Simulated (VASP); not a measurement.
Set up this calculation in VASP 6.6.1, as the native input.

```yaml
Task: single point
Functional: PBE
Dispersion: D3(BJ)
Potentials_or_basis: VASP PAW PBE potentials, release 64 (Ti_sv, C)
Cutoff: 520 eV
k_mesh: 6 × 6 × 6
Occupations: gaussian, width 0.2 eV
Spin: no spin polarisation
Dipole_correction: no
Further_INCAR_settings: ALGO = Normal; EDIFF = 1e-07; NBANDS = 32
```

The structure of TiC8 lies in POSCAR:

```
TiC8
1.0
    0.0006936425      0.0010374499      3.6388011524
    5.0020838438     -0.0002301559      0.0009323513
   -2.5012426134      4.3319997881      0.0007477481
Ti C
1 8
Direct
    0.4999968055      1.0000050976      0.0000080718
   -0.0000140485      0.3333272726      0.6666661465
   -0.0000854296      0.3365792343      0.1682901381
    0.0001009258      0.8317074832      0.6634199282
    0.0000194059      0.8317075509      0.1682864606
   -0.0000058046      0.1682887473      0.8317088249
   -0.0001040762      0.1682925409      0.3365792639
    0.0000725487      0.6634203623      0.8317074466
    0.0000196731      0.6666717109      0.3333337192
```

The input as run:

INCAR

```
SYSTEM = TiC8
  PREC = Accurate
  ENCUT = 520
  EDIFF = 1E-7
  ISMEAR = 0
  SIGMA = 0.2
  LREAL = .False.
  LASPH = .True.
  NELM = 100
  ALGO = Normal
  ISIF = 2
  LWAVE = .False.
  LCHARG = .False.
  GGA = PE
  IVDW = 12
  NBANDS = 32
```

KPOINTS

```
regular mesh
0
Gamma
  6 6 6
  0 0 0
```

Potentials or basis: VASP PAW PBE potentials, release 64 (Ti_sv, C).

The run is started by

```console
$ cat potpaw_PBE.64/Ti_sv/POTCAR potpaw_PBE.64/C/POTCAR > POTCAR
$ mpirun -np 1 vasp_std > vasp.out
```

It gave:

| Item | Value |
| --- | --- |
| Pressure | 0.3 GPa |
| Largest force | 0.014 eV/Å |
| Band gap on the k mesh | zero (band 22 reaches 8.10 eV, above the bottom of band 23 at 6.37 eV) |
| Dispersion energy per atom | -0.191 eV |

Caveat: pairwise dispersion overbinds metals, which lowers pressure and volume.

It took 3.6 min on 1 thread of AMD EPYC 9R45 96-Core Processor (Zen 5) (shared host), peak memory 0.33 GiB.
